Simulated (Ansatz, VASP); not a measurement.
# KCl: VASP beside Ansatz

```xyz
2
Lattice="0.0000 3.1448 3.1448 3.3250 0.0000 3.1448 3.3250 3.1448 0.0000" Properties=species:S:1:pos:R:3 pbc="T T T"
K     0.0000    0.0000    0.0000
Cl    3.3250    3.1448    3.1448
```

Change from the starting cell: uniaxial_x strain +5.7%.

Alike in both runs: task single point; functional r2SCAN; k mesh 8 × 8 × 8; no spin polarisation.

|  | VASP | Ansatz |
| --- | --- | --- |
| version | VASP 6.6.1 | Ansatz 0.2.0 |
| potentials or method | VASP PAW PBE potentials, release 64 (K_sv, Cl) | plane waves, PAW |
| plane-wave cutoff (eV) | 520 | 500 |
| occupations | gaussian, width 0.01 eV | fixed |
| valence electrons in the cell | 16 | 16 |

VASP gave:

```
gap on the k mesh at the Fermi level (eV)                     : 5.63
pressure (GPa)                                                : -0.8
traceless stress, the component that is largest in VASP (GPa) : -1.00
```

Estimate Ansatz's values.

gap on the k mesh at the Fermi level (eV): 5.62; pressure (GPa): -0.8; traceless stress, the component that is largest in VASP (GPa): -0.98.

VASP's potentials were made for PBE, not for r2SCAN.
